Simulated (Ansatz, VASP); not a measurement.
## InSe: VASP beside Ansatz

INCAR

```
SYSTEM = InSe
PREC = Accurate
ENCUT = 520
EDIFF = 1E-6
ISMEAR = -1
SIGMA = 0.01
LREAL = .False.
LASPH = .True.
NELM = 80
ALGO = Normal
ISIF = 2
LWAVE = .False.
LCHARG = .True.
GGA = PE
LELF = .True.
LVHAR = .True.
NBANDS = 27
```

File KPOINTS:

```
Automatic mesh
0
Gamma
  7 7 7
  0 0 0
```

Contents of POSCAR:

```
InSe
1.0
    2.0392252883      1.1773472692      8.4797833719
   -2.0392252883      1.1773472692      8.4797833719
    0.0000000000     -2.3546945383      8.4797833719
In Se
2 2
Direct
    0.0000000000      0.0000000000      0.0000000000
    0.1122000000      0.1122000000      0.1122000000
    0.6155000000      0.6155000000      0.6155000000
    0.8300000000      0.8300000000      0.8300000000
```

Input for Ansatz:

```yaml
crystal:
  lattice:
    - [2.0392252883, 1.1773472692, 8.4797833719]
    - [-2.0392252883, 1.1773472692, 8.4797833719]
    - [0.0, -2.3546945383, 8.4797833719]
  atoms:
    - { symbol: In, position: [0.0, 0.0, 0.0] }
    - { symbol: In, position: [0.1122, 0.1122, 0.1122] }
    - { symbol: Se, position: [0.6155, 0.6155, 0.6155] }
    - { symbol: Se, position: [0.83, 0.83, 0.83] }
kpoints:
  mp_grid: { grid: [7, 7, 7] }
  band_path:
    path:
      - [0.0, 0.0, 0.0]
      - [-0.5, -0.5, -0.5]
      - [-0.5, -0.1795180059, -0.8204819941]
      - [-0.1795180059, 0.1795180059, -0.5]
      - [0.0, 0.0, -0.5]
      - [0.0, 0.0, 0.0]
      - [0.0, 0.3397590029, -0.3397590029]
      - [-0.3397590029, 0.0, -0.6602409971]
      - [-0.5, 0.0, -0.5]
    npoints: 5
scf:
  occupations: { method: fermi_dirac, width: 0.01 }
hamiltonian:
  xc: pbe
  pseudopotentials: { kind: all_electron, lapw: { basis_error: 0.001 } }
output:
  forces: true
  stress: true
  eigenvalues: true
```

Change from the starting cell: volume scaled by 1.06.

Alike in both runs: task single point; functional PBE; k mesh 7 × 7 × 7; occupations fermi-dirac, width 0.01 eV; no spin polarisation.

|  | VASP | Ansatz |
| --- | --- | --- |
| version | VASP 6.6.1 | Ansatz 0.2.0 |
| potentials or method | VASP PAW PBE potentials, release 64 (In_d, Se), cutoff 520 eV | all-electron LAPW, scalar-relativistic |

|  | VASP | Ansatz | Ansatz less VASP |
| --- | --- | --- | --- |
| gap on the k mesh at the Fermi level (eV) | 0.60 | 0.61 | +0.011 |
| pressure (GPa) | 0.0 | 0.0 | -0.02 |
| traceless stress, the component that is largest in VASP (GPa) | -0.34 | -0.34 | +0.001 |
| rms of the force components (eV/Å) | 0.093 | 0.098 | +0.0051 |

Atom by atom the forces differ by 0.007 eV/Å (rms over components). Ansatz ran all-electron here, and VASP with PAW potentials.
